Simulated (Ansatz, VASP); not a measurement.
# Two plane-wave programs on BeS

```
Be S
1.0
     0.00000    2.32441    2.32441
     2.32441    0.00000    2.32441
     2.32441    2.32441    0.00000
Be S
1 1
Direct
  0.00000 0.00000 0.00000
  0.50000 0.50000 0.50000
```

Change from the starting cell: species swapped into the LuSe type (Fm-3m, No. 225).

Alike in both runs: functional PBE; k mesh 5 × 5 × 5; occupations gaussian, width 0.15 eV; no spin polarisation.

Ansatz relaxed the structure, and its values are those at the end. VASP's run is a single point on that final structure, the one shown.

|  | VASP | Ansatz |
| --- | --- | --- |
| version | VASP 6.6.1 | Ansatz 0.2.0 |
| potentials or method | VASP PAW PBE potentials, release 64 (Be, S), cutoff 600 eV | scalar-relativistic, plane waves, PAW |
| valence electrons in the cell | 8 | 8 |

```csv
,VASP,Ansatz,Ansatz less VASP
gap on the k mesh at the Fermi level (eV),1.43,1.43,-0.007
least direct gap on the mesh (eV),4.20,4.19,-0.006
pressure (GPa),-0.8,-0.8,+0.05
```

With one functional, cell and mesh, what is left measures potentials, basis and numerics.

The k mesh is coarse, so the values compare programs but aren't converged.
